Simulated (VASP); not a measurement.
# Sc (Pm-3m) in VASP: single point with PBEsol

Aim: the single point of Sc with PBEsol.

Program: VASP 6.6.1. These are calculated values, not measurements. Logs are shortened: lines on timing, memory, paths and dates and some standing lists are left out, and cuts for length are marked.

### Step 1. The cell of the first run

It takes space group Pm-3m (No. 221, cubic). Conventional cell: a = 2.920 Å, b = 2.920 Å, c = 2.920 Å, α = 90.00°, β = 90.00°, γ = 90.00°. Within 3.8 Å of Sc (site symmetry m-3m) lie 6 Sc at 2.92 Å.

### Step 2. Single point, PBEsol

INCAR reads:

```
SYSTEM = Sc
ALGO = Normal
EDIFF = 1E-6
ENCUT = 520
GGA = PS
ISIF = 2
ISMEAR = -1
LASPH = .TRUE.
LCHARG = .FALSE.
LREAL = .FALSE.
LWAVE = .FALSE.
NBANDS = 12
NELM = 100
PREC = Accurate
SIGMA = 0.13605693000000002
```

KPOINTS reads:

```
k-points
0
G
  11 11 11
  0 0 0
```

POSCAR reads:

```
Sc
1.0
    2.9199965597      0.0000000000      0.0000000000
    0.0000000000      2.9199965597      0.0000000000
    0.0000000000      0.0000000000      2.9199965597
Sc
1
Direct
    0.0000000000      0.0000000000      0.0000000000
```

Potentials or basis: VASP PAW PBE potentials, release 64 (Sc_sv).

Run with:

```
$ cat potpaw_PBE.64/Sc_sv/POTCAR > POTCAR
$ mpirun -np 1 vasp_std > vasp.out
```

OUTCAR:

```text
SYSTEM = Sc
   EDIFF = 1E-6
   ENCUT = 520
   GGA = PS
   ISIF = 2
   ISMEAR = -1
   LASPH = .TRUE.
   LREAL = .FALSE.
   NELM = 100
   PREC = Accurate

 ion  position               nearest neighbor table
   1  0.000  0.000  0.000-

  LATTYP: Found a simple cubic cell.
 ALAT       =     2.9199965597

  Lattice vectors:

 A1 = (   2.9199965597,   0.0000000000,   0.0000000000)
 A2 = (   0.0000000000,   2.9199965597,   0.0000000000)
 A3 = (   0.0000000000,   0.0000000000,   2.9199965597)

Analysis of symmetry for initial positions (statically):
=====================================================================
 Subroutine PRICEL returns:
 Original cell was already a primitive cell.

 Routine SETGRP: Setting up the symmetry group for a
 simple cubic supercell.

 Subroutine GETGRP returns: Found 48 space group operations
 (whereof 48 operations were pure point group operations)
 out of a pool of 48 trial point group operations.

The static configuration has the point symmetry O_h .

Analysis of symmetry for dynamics (positions and initial velocities):
=====================================================================
 Subroutine PRICEL returns:
 Original cell was already a primitive cell.

 Routine SETGRP: Setting up the symmetry group for a
 simple cubic supercell.

 Subroutine GETGRP returns: Found 48 space group operations
 (whereof 48 operations were pure point group operations)
 out of a pool of 48 trial point group operations.

The dynamic configuration has the point symmetry O_h .

 Subroutine INISYM returns: Found 48 space group operations
 (whereof 48 operations are pure point group operations),
 and found     1 'primitive' translations

----------------------------------------------------------------------------------------

                                     Primitive cell

  volume of cell :      24.8970

  direct lattice vectors                    reciprocal lattice vectors
     2.919996560  0.000000000  0.000000000     0.342466157  0.000000000  0.000000000
     0.000000000  2.919996560  0.000000000     0.000000000  0.342466157  0.000000000
     0.000000000  0.000000000  2.919996560     0.000000000  0.000000000  0.342466157

  length of vectors
     2.919996560  2.919996560  2.919996560     0.342466157  0.342466157  0.342466157

  position of ions in fractional coordinates (direct lattice)
     0.000000000  0.000000000  0.000000000

  ion indices of the primitive-cell ions
   primitive index   ion index
                 1           1

----------------------------------------------------------------------------------------

 KPOINTS: k-points

Automatic generation of k-mesh.
 Grid dimensions read from file:
 generate k-points for:   11   11   11

 Generating k-lattice:

  Cartesian coordinates                     Fractional coordinates (reciprocal lattice)
     0.031133287  0.000000000  0.000000000     0.090909091  0.000000000  0.000000000
     0.000000000  0.031133287  0.000000000     0.000000000  0.090909091  0.000000000
     0.000000000  0.000000000  0.031133287     0.000000000  0.000000000  0.090909091

  Length of vectors
     0.031133287  0.031133287  0.031133287

  Shift w.r.t. Gamma in fractional coordinates (k-lattice)
     0.000000000  0.000000000  0.000000000

 Subroutine IBZKPT returns following result:
 ===========================================

 Found     56 irreducible k-points:

 Following reciprocal coordinates:
            Coordinates               Weight
  0.000000  0.000000  0.000000      1.000000
  0.090909  0.000000  0.000000      6.000000
  0.181818  0.000000  0.000000      6.000000
  0.272727  0.000000  0.000000      6.000000
  0.363636  0.000000  0.000000      6.000000
  0.454545  0.000000  0.000000      6.000000
[... 16 lines left out ...]
  0.181818  0.090909  0.090909     24.000000
  0.272727  0.090909  0.090909     24.000000
 [... further k-points ...]
   k-points           NKPTS =     56   k-points in BZ     NKDIM =     56   number of bands    NBANDS=     12
   number of dos      NEDOS =    301   number of ions     NIONS =      1
   total plane-waves  NPLWV =  13824
   dimension x,y,z NGX =    24 NGY =   24 NGZ =   24
   dimension x,y,z NGXF=    48 NGYF=   48 NGZF=   48
   ions per type =               1
   NGX,Y,Z   is equivalent  to a cutoff of  13.66, 13.66, 13.66 a.u.
   NGXF,Y,Z  is equivalent  to a cutoff of  27.33, 27.33, 27.33 a.u.
 SYSTEM =  Sc
   PREC   = accura    normal or accurate (medium, high low for compatibility)
   ISTART =      0    job   : 0-new  1-cont  2-samecut
   ICHARG =      2    charge: 1-file 2-atom 10-const
   ISPIN  =      1    spin polarized calculation?
   LNONCOLLINEAR =      F non collinear calculations
   LSORBIT =      F    spin-orbit coupling
   LASPH  =      T    aspherical Exc in radial PAW
   ENCUT  =  520.0 eV  38.22 Ry    6.18 a.u.   5.43  5.43  5.43*2*pi/ulx,y,z
   NELM   =    100;   NELMIN=  2; NELMDL= -5     # of ELM steps
   EDIFF  = 0.1E-05   stopping-criterion for ELM
   LREAL  =      F    real-space projection
   EDIFFG = 0.1E-04   stopping-criterion for IOM
   NSW    =      0    number of steps for IOM
   IBRION =     -1    ionic relax: 0-MD 1-quasi-New 2-CG
   NFREE  =      0    steps in history (QN), initial steepest desc. (CG)
   ISIF   =      2    stress and relaxation
   ISYM   =      2    0-nonsym 1-usesym 2-fastsym
   POTIM  = 0.5000    time-step for ionic-motion
   TEBEG  =    0.0;   TEEND  =   0.0 temperature during run
   PSTRESS=    0.0 pullay stress
   NELECT =      11.0000    total number of electrons
   NUPDOWN=      -1.0000    fix difference up-down
   EMIN   =  10.00;   EMAX   =-10.00  energy-range for DOS
   EFERMI =   0.00;   METHOD = LEGACY
   ISMEAR =    -1;   SIGMA  =   0.14  broadening in eV -4-tet -1-fermi 0-gaus
   EFERMI_NEDOS =   21; number of points for ismear=-14 and -15
   IALGO  =     38    algorithm
   IMIX   =      4    mixing-type and parameters
     AMIX     =   0.40;   BMIX     =  1.00
     AMIX_MAG =   1.60;   BMIX_MAG =  1.00
  volume/ion in A,a.u.               =      24.90       168.01
  Fermi-wavevector in a.u.,A,eV,Ry     =   1.246876  2.356255 21.152986  1.554701
  Thomas-Fermi vector in A             =   2.381034
   LORBIT       =      0    0 simple, 1 ext, 2 COOP (PROOUT), +10 PAW based schemes
   GGA     = PS    functional components
   LHFCALC =     F    Hartree Fock is set to
   AEXX    =    0.0000 exact exchange contribution
   IVDW    =     0    specifies the selected vdW correction
   LEPSILON=     F    determine dielectric tensor
   LRPA    =     F    only Hartree local field effects (RPA)
 non-spin polarized calculation
  energy-cutoff  :      520.00
  volume of cell :       24.90
 maximum number of plane-waves:       691
 NGX is ok and might be reduce to    24
   NGX = 11   NGY = 11   NGZ = 11

 number of electron      10.9999997 magnetization

 Free energy of the ion-electron system (eV)
  ---------------------------------------------------
  ext. energy  EPLUGINS =         0.00000000
  ---------------------------------------------------
  free energy    TOTEN  =        -5.91728809 eV

  energy without entropy =       -5.77376661  energy(sigma->0) =       -5.84552735

 E-fermi :   3.6141     XC(G=0):  -9.8863

 val. band max:        3.6068889565   @ k =   0.4545   0.3636   0.0000
 cond. band min:       3.6187491437   @ k =   0.2727   0.2727   0.0000
 fundamental gap:      0.0118601872
 Fermi energy:         3.6141331551

 k-point     1 :       0.0000    0.0000    0.0000
  band No.  band energies     occupation
      1     -45.7425      2.00000
      2     -24.1629      2.00000
      3     -24.1629      2.00000
      4     -24.1629      2.00000
      5      -1.4713      2.00000
      6       3.0865      1.95945
      7       3.0865      1.95945
      8       7.6133      0.00000
      9       7.6133      0.00000
     10       7.6133      0.00000
     11      16.2272      0.00000
     12      16.2272      0.00000

 k-point     2 :       0.0909    0.0000    0.0000
  band No.  band energies     occupation
      1     -45.7364      2.00000
      2     -24.2129      2.00000
      3     -24.1586      2.00000
      4     -24.1586      2.00000
      5      -1.2965      2.00000
      6       3.1327      1.94353
      7       3.1971      1.91088
      8       7.4503      0.00000
      9       7.4503      0.00000
     10       7.6251      0.00000
     11      15.0422      0.00000
     12      16.5237      0.00000

 k-point     3 :       0.1818    0.0000    0.0000
  band No.  band energies     occupation
      1     -45.7201      2.00000
      2     -24.3455      2.00000
      3     -24.1472      2.00000
      4     -24.1472      2.00000
      5      -0.7966      2.00000
      6       3.2599      1.86222
      7       3.4763      1.46725
      8       7.0490      0.00000
      9       7.0490      0.00000
     10       7.6569      0.00000
     11      13.1142      0.00000
     12      17.3278      0.00000
[... 286 lines left out ...]
 k-point    23 :       0.1818    0.0909    0.0909
  band No.  band energies     occupation
      1     -45.7082      2.00000
      2     -24.3357      2.00000
      3     -24.1945      2.00000
      4     -24.1892      2.00000
      5      -0.4670      2.00000
      6       3.4544      1.52778
      7       3.6225      0.96940
      8       6.8507      0.00000
      9       6.8874      0.00000
     10       7.3479      0.00000
     11      13.5582      0.00000
     12      16.1029      0.00000

 k-point    24 :       0.2727    0.0909    0.0909
  band No.  band energies     occupation
      1     -45.6868      2.00000
      2     -24.5039      2.00000
      3     -24.1788      2.00000
      4     -24.1736      2.00000
      5       0.2681      2.00000
      6       3.6341      0.92682
      7       3.8841      0.24174
      8       6.3777      0.00000
      9       6.4788      0.00000
     10       7.4018      0.00000
     11      11.8389      0.00000
     12      16.9057      0.00000

 [... further k-points ...]
[... 5 lines left out ...]
  --------------------------------------------------------------------------------------
  -------------------------------------------------------------------------------------
  Total        0.0069266      0.0069266      0.0069266     -0.0000000     -0.0000000      0.0000000
  in kB        0.4457421      0.4457421      0.4457421     -0.0000000     -0.0000000      0.0000000
  external PRESSURE =       0.4457421 kB  Pullay stress =       0.0000000 kB

 VOLUME and BASIS-vectors are now :
 -----------------------------------------------------------------------------
  energy-cutoff  :      520.00
  volume of cell :       24.90
      direct lattice vectors                 reciprocal lattice vectors
     2.919996560  0.000000000  0.000000000     0.342466157  0.000000000  0.000000000
     0.000000000  2.919996560  0.000000000     0.000000000  0.342466157  0.000000000
     0.000000000  0.000000000  2.919996560     0.000000000  0.000000000  0.342466157

 POSITION                                       TOTAL-FORCE (eV/Angst)
 -----------------------------------------------------------------------------------
      0.00000      0.00000      0.00000         0.000000      0.000000      0.000000
 -----------------------------------------------------------------------------------
    total drift:                               -0.000000      0.000000      0.000000

  FREE ENERGIE OF THE ION-ELECTRON SYSTEM (eV)
  ---------------------------------------------------
  free  energy   TOTEN  =        -5.9172880896 eV

  energy  without entropy=       -5.7737666077  energy(sigma->0) =       -5.84552735
```

Wall time 9.6 s (1 thread of Intel Xeon 6975P-C, shared host); peak memory 0.15 GiB.

What came out:

* Free energy: -5.9173 eV
* Pressure: 0.0 GPa

Caveat: the PAW data sets were made with another functional, which shifts forces and pressure a little.
